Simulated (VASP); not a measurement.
# Te2Mo (P6_3/mmc) in VASP: notebook

Runs on Te2Mo. Level: r2SCAN. Tasks: single point.

Everything below comes from runs of VASP 6.6.1. Logs are shortened: lines on timing, memory, paths and dates and some standing lists are left out, and cuts for length are marked.

### Step 1. The cell of the first run

Symmetry: P6_3/mmc, No. 194, hexagonal system. The conventional cell has a = 3.385 Å, b = 3.385 Å, c = 13.990 Å, α = 90.00°, β = 90.00°, γ = 120.00°. Within 3.4 Å of Te (site symmetry 3m) lie 3 Mo at 2.59 Å and 7 Te at 3.39 to 3.40 Å. Within 3.4 Å of Mo (site symmetry -6m2) lie 6 Te at 2.59 Å and 6 Mo at 3.39 Å.

### Step 2. Single point, r2SCAN (strain -0.050 along x and y, -0.050 along z)

POSCAR

```
Te2Mo
1.0
    3.3853679563      0.0000000000      0.0000000000
   -1.6926839782      2.9318146513      0.0000000000
    0.0000000000      0.0000000000     13.9899100005
Te Mo
4 2
Direct
    0.3333333333      0.6666666667      0.6284839550
    0.6666666667      0.3333333333      0.1284839550
    0.3333333333      0.6666666667      0.8715160450
    0.6666666667      0.3333333333      0.3715160450
    0.3333333333      0.6666666667      0.2500000000
    0.6666666667      0.3333333333      0.7500000000
```

INCAR.step1

```
PREC     = Accurate       # precision mode
ENCUT    = 520            # plane-wave cutoff, eV
ISMEAR   = 0              # smearing method
SIGMA    = 0.05           # smearing width, eV
LREAL    = False          # projectors in reciprocal space
LASPH    = True           # aspherical terms in the spheres
NELM     = 100            # most SCF steps
NBANDS   = 35             # bands
GGA      = PE             # functional
ALGO     = Normal         # electronic algorithm
EDIFF    = 1E-4           # SCF threshold, eV
LWAVE    = True           # write WAVECAR
LCHARG   = False          # write CHGCAR
```

INCAR.step2

```
PREC     = Accurate       # precision mode
ENCUT    = 520            # plane-wave cutoff, eV
EDIFF    = 1E-6           # SCF threshold, eV
ISMEAR   = 0              # smearing method
SIGMA    = 0.05           # smearing width, eV
LREAL    = False          # projectors in reciprocal space
LASPH    = True           # aspherical terms in the spheres
NELM     = 100            # most SCF steps
ALGO     = Normal         # electronic algorithm
ISIF     = 2              # what is computed and relaxed
LWAVE    = False          # write WAVECAR
LCHARG   = False          # write CHGCAR
METAGGA  = R2SCAN         # meta-GGA
LMIXTAU  = True         
NBANDS   = 35             # bands
ISTART   = 1
```

KPOINTS

```
regular mesh
0
Gamma
  12 12 2
```

Potentials or basis: VASP PAW PBE potentials, release 64 (Te, Mo_sv).

Launch:

```console
cat potpaw_PBE.64/Te/POTCAR potpaw_PBE.64/Mo_sv/POTCAR > POTCAR
cp INCAR.step1 INCAR
mpirun -np 1 vasp_std > vasp.out
cp INCAR.step2 INCAR
mpirun -np 1 vasp_std > vasp.out
```

OUTCAR:

```text
PREC = Accurate
   ENCUT = 520
   EDIFF = 1E-6
   ISMEAR = 0
   LREAL = False
   LASPH = True
   NELM = 100
   ISIF = 2
   METAGGA = R2SCAN
   ISTART = 1

 ion  position               nearest neighbor table
   1  0.333  0.667  0.628-   6 2.59   6 2.59   6 2.59   3 3.40
   2  0.667  0.333  0.128-   5 2.59   5 2.59   5 2.59   4 3.40
   3  0.333  0.667  0.872-   6 2.59   6 2.59   6 2.59   1 3.40
   4  0.667  0.333  0.372-   5 2.59   5 2.59   5 2.59   2 3.40
   5  0.333  0.667  0.250-   2 2.59   4 2.59   2 2.59   4 2.59   2 2.59   4 2.59
   6  0.667  0.333  0.750-   1 2.59   3 2.59   1 2.59   3 2.59   1 2.59   3 2.59

  LATTYP: Found a hexagonal cell.
 ALAT       =     3.3853679563
 C/A-ratio  =     4.1324636439

  Lattice vectors:

 A1 = (   3.3853679563,   0.0000000000,   0.0000000000)
 A2 = (  -1.6926839782,   2.9318146513,   0.0000000000)
 A3 = (   0.0000000000,   0.0000000000,  13.9899100005)

Analysis of symmetry for initial positions (statically):
=====================================================================
 Subroutine PRICEL returns:
 Original cell was already a primitive cell.

 Routine SETGRP: Setting up the symmetry group for a
 hexagonal supercell.

 Subroutine GETGRP returns: Found 24 space group operations
 (whereof 12 operations were pure point group operations)
 out of a pool of 24 trial point group operations.

The static configuration has the point symmetry D_3d.
 The point group associated with its full space group is D_6h.

Analysis of symmetry for dynamics (positions and initial velocities):
=====================================================================
 Subroutine PRICEL returns:
 Original cell was already a primitive cell.

 Routine SETGRP: Setting up the symmetry group for a
 hexagonal supercell.

 Subroutine GETGRP returns: Found 24 space group operations
 (whereof 12 operations were pure point group operations)
 out of a pool of 24 trial point group operations.

The dynamic configuration has the point symmetry D_3d.
 The point group associated with its full space group is D_6h.

 Subroutine INISYM returns: Found 24 space group operations
 (whereof 12 operations are pure point group operations),
 and found     1 'primitive' translations

----------------------------------------------------------------------------------------

                                     Primitive cell

  volume of cell :     138.8537

  direct lattice vectors                    reciprocal lattice vectors
     3.385367956  0.000000000  0.000000000     0.295388866  0.170542841  0.000000000
    -1.692683978  2.931814651  0.000000000     0.000000000  0.341085682  0.000000000
     0.000000000  0.000000000 13.989910001     0.000000000  0.000000000  0.071480088

  length of vectors
     3.385367956  3.385367956 13.989910001     0.341085682  0.341085682  0.071480088

  position of ions in fractional coordinates (direct lattice)
     0.333333333  0.666666667  0.628483955
     0.666666667  0.333333333  0.128483955
     0.333333333  0.666666667  0.871516045
     0.666666667  0.333333333  0.371516045
     0.333333333  0.666666667  0.250000000
     0.666666667  0.333333333  0.750000000

  ion indices of the primitive-cell ions
   primitive index   ion index
                 1           1
                 2           2
                 3           3
                 4           4
                 5           5
                 6           6

----------------------------------------------------------------------------------------

 KPOINTS: regular mesh

Automatic generation of k-mesh.
 Grid dimensions read from file:
 generate k-points for:   12   12    2

 Generating k-lattice:

  Cartesian coordinates                     Fractional coordinates (reciprocal lattice)
     0.024615739  0.014211903  0.000000000     0.083333333  0.000000000  0.000000000
     0.000000000  0.028423807  0.000000000     0.000000000  0.083333333  0.000000000
     0.000000000  0.000000000  0.035740044     0.000000000  0.000000000  0.500000000

  Length of vectors
     0.028423807  0.028423807  0.035740044

  Shift w.r.t. Gamma in fractional coordinates (k-lattice)
     0.000000000  0.000000000  0.000000000

 Subroutine IBZKPT returns following result:
 ===========================================

 Found     38 irreducible k-points:

 Following reciprocal coordinates:
            Coordinates               Weight
  0.000000  0.000000  0.000000      1.000000
  0.083333  0.000000  0.000000      6.000000
  0.166667  0.000000  0.000000      6.000000
  0.250000  0.000000  0.000000      6.000000
  0.333333  0.000000  0.000000      6.000000
  0.416667  0.000000  0.000000      6.000000
[... 16 lines left out ...]
  0.250000  0.000000  0.500000      6.000000
  0.333333  0.000000  0.500000      6.000000
 [... further k-points ...]
   k-points           NKPTS =     38   k-points in BZ     NKDIM =     38   number of bands    NBANDS=     35
   number of dos      NEDOS =    301   number of ions     NIONS =      6
   total plane-waves  NPLWV =  84672
   dimension x,y,z NGX =    28 NGY =   28 NGZ =  108
   dimension x,y,z NGXF=    56 NGYF=   56 NGZF=  216
   ions per type =               4   2
   NGX,Y,Z   is equivalent  to a cutoff of  13.75, 13.75, 12.83 a.u.
   NGXF,Y,Z  is equivalent  to a cutoff of  27.50, 27.50, 25.67 a.u.
 SYSTEM =  unknown system
   PREC   = accura    normal or accurate (medium, high low for compatibility)
   ISTART =      1    job   : 0-new  1-cont  2-samecut
   ICHARG =      0    charge: 1-file 2-atom 10-const
   ISPIN  =      1    spin polarized calculation?
   LNONCOLLINEAR =      F non collinear calculations
   LSORBIT =      F    spin-orbit coupling
   LASPH  =      T    aspherical Exc in radial PAW
   ENCUT  =  520.0 eV  38.22 Ry    6.18 a.u.   6.29  6.29 26.01*2*pi/ulx,y,z
   NELM   =    100;   NELMIN=  2; NELMDL=  0     # of ELM steps
   EDIFF  = 0.1E-05   stopping-criterion for ELM
   LREAL  =      F    real-space projection
   EDIFFG = 0.1E-04   stopping-criterion for IOM
   NSW    =      0    number of steps for IOM
   IBRION =     -1    ionic relax: 0-MD 1-quasi-New 2-CG
   NFREE  =      0    steps in history (QN), initial steepest desc. (CG)
   ISIF   =      2    stress and relaxation
   ISYM   =      2    0-nonsym 1-usesym 2-fastsym
   POTIM  = 0.5000    time-step for ionic-motion
   TEBEG  =    0.0;   TEEND  =   0.0 temperature during run
   PSTRESS=    0.0 pullay stress
   NELECT =      52.0000    total number of electrons
   NUPDOWN=      -1.0000    fix difference up-down
   EMIN   =  10.00;   EMAX   =-10.00  energy-range for DOS
   EFERMI =   0.00;   METHOD = LEGACY
   ISMEAR =     0;   SIGMA  =   0.05  broadening in eV -4-tet -1-fermi 0-gaus
   EFERMI_NEDOS =   21; number of points for ismear=-14 and -15
   IALGO  =     38    algorithm
   IMIX   =      4    mixing-type and parameters
     AMIX     =   0.40;   BMIX     =  1.00
     AMIX_MAG =   1.60;   BMIX_MAG =  1.00
  volume/ion in A,a.u.               =      23.14       156.17
  Fermi-wavevector in a.u.,A,eV,Ry     =   1.180022  2.229919 18.945465  1.392452
  Thomas-Fermi vector in A             =   2.316322
   LORBIT       =      0    0 simple, 1 ext, 2 COOP (PROOUT), +10 PAW based schemes
   METAGGA = R2SCAN    functional components
   LHFCALC =     F    Hartree Fock is set to
   AEXX    =    0.0000 exact exchange contribution
   IVDW    =     0    specifies the selected vdW correction
   LEPSILON=     F    determine dielectric tensor
   LRPA    =     F    only Hartree local field effects (RPA)
 non-spin polarized calculation
 Gauss-broadening in eV      SIGMA  =   0.05
  energy-cutoff  :      520.00
  volume of cell :      138.85
 maximum number of plane-waves:      3784
 NGX is ok and might be reduce to    28
   NGX = 13   NGY = 13   NGZ = 53

 number of electron      51.9999998 magnetization

 Free energy of the ion-electron system (eV)
  ---------------------------------------------------
  ext. energy  EPLUGINS =         0.00000000
  ---------------------------------------------------
  free energy    TOTEN  =      -154.38165085 eV

  energy without entropy =     -154.38165085  energy(sigma->0) =     -154.38165085

 E-fermi :   9.2233     XC(G=0): -11.3169

 val. band max:        8.9876081369   @ k =   0.0000   0.0000   0.0000
 cond. band min:      10.0823762140   @ k =   0.2500   0.1667   0.0000
 fundamental gap:      1.0947680771
 Fermi energy:         9.2232746145

 k-point     1 :       0.0000    0.0000    0.0000
  band No.  band energies     occupation
      1     -53.5457      2.00000
      2     -53.5457      2.00000
      3     -27.1278      2.00000
      4     -27.1278      2.00000
      5     -26.9077      2.00000
      6     -26.9077      2.00000
[... 27 lines left out ...]
     34      13.3744      0.00000
     35      16.0165      0.00000

 k-point     2 :       0.0833    0.0000    0.0000
  band No.  band energies     occupation
      1     -53.5443      2.00000
      2     -53.5443      2.00000
      3     -27.1237      2.00000
      4     -27.1236      2.00000
      5     -26.9241      2.00000
      6     -26.9241      2.00000
[... 27 lines left out ...]
     34      13.0929      0.00000
     35      16.2984      0.00000

 k-point     3 :       0.1667    0.0000    0.0000
  band No.  band energies     occupation
      1     -53.5404      2.00000
      2     -53.5404      2.00000
      3     -27.1124      2.00000
      4     -27.1124      2.00000
      5     -26.9688      2.00000
      6     -26.9688      2.00000
[... 27 lines left out ...]
     34      13.2291      0.00000
     35      16.2445      0.00000
[... 723 lines left out ...]
 k-point    23 :       0.2500    0.0000    0.5000
  band No.  band energies     occupation
      1     -53.5350      2.00000
      2     -53.5350      2.00000
      3     -27.0969      2.00000
      4     -27.0969      2.00000
      5     -27.0292      2.00000
      6     -27.0292      2.00000
[... 27 lines left out ...]
     34      13.3414      0.00000
     35      16.0727      0.00000

 k-point    24 :       0.3333    0.0000    0.5000
  band No.  band energies     occupation
      1     -53.5297      2.00000
      2     -53.5297      2.00000
      3     -27.0890      2.00000
      4     -27.0890      2.00000
      5     -27.0814      2.00000
      6     -27.0814      2.00000
[... 27 lines left out ...]
     34      13.4699      0.00000
     35      15.1350      0.00000

 [... further k-points ...]
[... 5 lines left out ...]
  --------------------------------------------------------------------------------------
  -------------------------------------------------------------------------------------
  Total       16.3453262     16.3453262     20.1301515     -0.0000000      0.0000000      0.0000000
  in kB      188.6022474    188.6022474    232.2738485     -0.0000000      0.0000000      0.0000000
  external PRESSURE =     203.1594478 kB  Pullay stress =       0.0000000 kB

 VOLUME and BASIS-vectors are now :
 -----------------------------------------------------------------------------
  energy-cutoff  :      520.00
  volume of cell :      138.85
      direct lattice vectors                 reciprocal lattice vectors
     3.385367956  0.000000000  0.000000000     0.295388866  0.170542841  0.000000000
    -1.692683978  2.931814651  0.000000000     0.000000000  0.341085682  0.000000000
     0.000000000  0.000000000 13.989910001     0.000000000  0.000000000  0.071480088

 POSITION                                       TOTAL-FORCE (eV/Angst)
 -----------------------------------------------------------------------------------
     -0.00000      1.95454      8.79243        -0.000000     -0.000000     -2.770011
      1.69268      0.97727      1.79748        -0.000000     -0.000000     -2.770011
     -0.00000      1.95454     12.19243        -0.000000     -0.000000      2.770011
      1.69268      0.97727      5.19748        -0.000000     -0.000000      2.770011
     -0.00000      1.95454      3.49748        -0.000000      0.000000      0.000000
      1.69268      0.97727     10.49243         0.000000     -0.000000      0.000000
 -----------------------------------------------------------------------------------
    total drift:                               -0.000000      0.000000     -0.000000

  FREE ENERGIE OF THE ION-ELECTRON SYSTEM (eV)
  ---------------------------------------------------
  free  energy   TOTEN  =      -154.3816508548 eV

  energy  without entropy=     -154.3816508548  energy(sigma->0) =     -154.38165085
```

Run time: 19 min. Hardware: 1 thread of Intel Xeon 8259CL, shared host; peak memory 0.4 GiB.

What came out:

| Quantity | Value |
| --- | --- |
| Free energy | -154.3817 eV |
| Pressure | 20.3 GPa |
| Largest force | 2.770 eV/Å |
| Band gap on the k mesh | 1.09 eV (least direct gap 1.31 eV) |

Forces on the atoms (eV/Å):
```
Te   0.000  0.000 -2.770
Te   0.000  0.000 -2.770
Te   0.000  0.000  2.770
Te   0.000  0.000  2.770
Mo   0.000  0.000  0.000
Mo   0.000  0.000  0.000
```

Stress tensor (GPa, compression positive):
```
18.86  0.00  0.00
 0.00 18.86  0.00
 0.00  0.00 23.23
```

Levels at points of the mesh, in eV from the valence-band top:
```csv
k point,band 23,band 24,band 25,band 26,band 27,band 28,band 29,band 30
"(0.00, 0.00, 0.00)",-1.30,-1.22,-0.63,0.00,3.72,3.72,3.80,3.80
"(0.50, 0.00, 0.00)",-1.14,-1.14,-0.53,-0.35,1.59,1.63,1.90,2.20
"(0.00, 0.00, 0.50)",-1.31,-1.31,-0.17,-0.17,3.75,3.75,3.75,3.75
"(0.50, 0.00, 0.50)",-1.13,-1.13,-0.44,-0.44,1.61,1.61,2.07,2.07
```

Caveat: the cell differs from its parent crystal (strain -0.050 along x and y, -0.050 along z); the cell stands under pressure; the PAW data sets were made with another functional, which shifts forces and pressure a little; spin-orbit coupling is left out, which moves the levels of the heavy elements.

(Part 1 of 2 ends here.)
